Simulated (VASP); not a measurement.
Input of a VASP 6.6.1 run:

Contents of INCAR:

```
PREC = Accurate
ENCUT = 600
EDIFF = 1E-6
ISMEAR = 0
SIGMA = 0.01
LREAL = False
LASPH = True
NELM = 120
ALGO = Normal
ISIF = 2
LWAVE = False
LCHARG = False
GGA = PE
NBANDS = 11
GGA_COMPAT = False
```

Contents of KPOINTS:

```
regular mesh
0
Gamma
  8 8 8
```

POSCAR

```
MgO
1.0
    0.0000000000      2.0907806749      2.0907806749
    2.0907806749      0.0000000000      2.0907806749
    2.0907806749      2.0907806749      0.0000000000
Mg O
1 1
Direct
    0.0000000000      0.0000000000      0.0000000000
    0.5000000000      0.5000000000      0.5000000000
```

Potentials or basis: VASP PAW PBE potentials, release 64 (Mg, O).

Launch:

```sh
$ cat potpaw_PBE.64/Mg/POTCAR potpaw_PBE.64/O/POTCAR > POTCAR
$ mpirun -np 1 vasp_std > vasp.out
```

Question: Predict the band gap on the k mesh.

Answer: 4.94 eV, direct.

Question: Estimate the pressure.

Answer: 7.5 GPa.
